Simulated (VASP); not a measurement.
**NaH2: relaxation of cell and atoms with PBE**

Crystal: NaH2.

```
Na H
1.0
     1.98596   -3.90055    0.00000
     1.98596    3.90055    0.00000
     0.00000    0.00000    4.46785
Na H
2 4
Direct
  0.65636 0.34364 0.25000
  0.34364 0.65636 0.75000
  0.14295 0.14295 0.25000
  0.85705 0.85705 0.25000
  0.14295 0.14295 0.75000
  0.85705 0.85705 0.75000
```

The cell was built from a structure type or drawn by symmetry, and may not be a known phase.

- Program: VASP 6.6.1
- Task: relaxation of cell and atoms
- Functional: PBE
- Potentials or basis: VASP PAW PBE potentials, release 64 (Na_pv, H)
- Cutoff: 600 eV
- k mesh: 6 × 6 × 4
- Occupations: gaussian, width 0.1 eV
- Spin: no spin polarisation
- Dipole correction: no
- Further INCAR settings: ALGO = Normal; EDIFF = 1e-06; IBRION = 2; EDIFFG = -0.04; NSW = 90; ISIF = 3

The relaxed volume is 17.80 Å³/atom. The relaxed cell is a = 5.127 Å, b = 5.127 Å, c = 4.610 Å, α = 90.00°, β = 90.00°, γ = 118.18°. The space group after relaxing (to 0.1 Å) is Cmcm (No. 63) and the energy gained by relaxing is 348.5 meV/atom. The ionic steps are 38. The pressure after relaxing is -0.1 GPa. The largest force after relaxing is 0.038 eV/Å and the band gap on the k mesh is zero (bands 9 and 10 overlap by 1.16 eV).

Forces in eV/Å, atoms in the order of the input:
```
Na   0.000 -0.038  0.000
Na   0.000  0.038  0.000
H   -0.013  0.009  0.000
H    0.013  0.009  0.000
H   -0.013 -0.009  0.000
H    0.013 -0.009  0.000
```

Stress tensor (GPa, compression positive):
```
-0.15  0.00  0.00
 0.00 -0.10  0.00
 0.00  0.00  0.00
```

Step by step:
```
step  energy change (eV)  largest force (eV/Å)  pressure (GPa)  volume (Å³)
   1              0.0000                2.4991            3.57        69.22
   2             -1.2260                1.7044            3.02        71.82
   3             -1.4675                2.2992            7.36        74.27
   4             -1.5540                0.4761            4.60        73.08
   5             -1.5818                0.2646            5.27        73.42
   6             -1.5831                0.4114            5.45        73.52
   7             -1.7733                0.3307            2.96        79.13
   8             -1.8733                1.0545            0.58        86.82
   9             -1.9794                0.4457            0.83        91.10
  10             -2.0155                0.3106            1.20        94.89
  11             -2.0157                0.4192            1.25        95.37
  12             -2.0433                0.3019            0.69       100.07
  13             -2.0586                0.1541            0.08       106.89
  14             -2.0590                0.1267           -0.02       108.21
  15             -2.0607                0.1653           -0.23       107.06
  16             -2.0609                0.0974           -0.16       107.35
  17             -2.0636                0.0947           -0.11       106.52
  18             -2.0697                0.0871            0.08       104.04
  19             -2.0716                0.0616            0.51        99.17
  20             -2.0726                0.0703            0.35       100.92
  21             -2.0746                0.2356            0.14       100.58
  22             -2.0747                0.1812            0.13       100.65
  23             -2.0764                0.1643            0.16       100.59
  24             -2.0805                0.1104            0.18       100.40
  25             -2.0840                0.0187            0.44       100.00
  26             -2.0852                0.0414            0.35       100.43
  27             -2.0869                0.1724            0.11       101.71
  28             -2.0876                0.1486            0.13       101.93
  29             -2.0891                0.0757            0.15       102.60
  30             -2.0899                0.0832            0.20       103.93
  31             -2.0900                0.0420            0.19       103.57
  32             -2.0902                0.0428            0.16       103.82
  33             -2.0906                0.0440            0.07       104.57
  34             -2.0906                0.0450            0.04       104.81
  35             -2.0909                0.0427            0.05       105.10
  36             -2.0910                0.0487            0.05       105.66
  37             -2.0912                0.0403            0.02       105.94
  38             -2.0913                0.0375           -0.08       106.81
```

Final structure:
```
Na H
1.0
     2.63370   -4.39894    0.00000
     2.63370    4.39894    0.00000
     0.00000    0.00000    4.60969
Na H
2 4
Cartesian
  2.6337 -1.4222 1.1524
  2.6337 1.4222 3.4573
  0.3888 0.1554 1.1524
  4.8786 0.1554 1.1524
  0.3888 -0.1554 3.4573
  4.8786 -0.1554 3.4573
```

Levels at points of the mesh, in eV from the Fermi level:
| k point | band 7 | band 8 | band 9 | band 10 | band 11 | band 12 |
| --- | --- | --- | --- | --- | --- | --- |
| (0.00, 0.00, 0.00) | -9.09 | -6.46 | -1.03 | 1.47 | 3.11 | 3.56 |
| (0.50, 0.00, 0.00) | -8.95 | -6.42 | -1.89 | 0.81 | 1.72 | 4.49 |
| (0.50, 0.50, 0.00) | -8.95 | -6.43 | -1.27 | 0.55 | 0.66 | 4.47 |
| (0.00, 0.00, 0.50) | -7.97 | -7.97 | 0.48 | 0.48 | 3.04 | 3.04 |
| (0.50, 0.00, 0.50) | -7.88 | -7.88 | -0.16 | -0.16 | 2.48 | 2.48 |
| (0.50, 0.50, 0.50) | -7.88 | -7.88 | 0.44 | 0.44 | 2.16 | 2.16 |

Run time: 21 min on 1 thread of Oxide Virtual Turin-like Processor, with other jobs on the host, peak memory 0.19 GiB.

Caveat: the volume moved by over 15 % at a fixed basis, so the end points are rough.
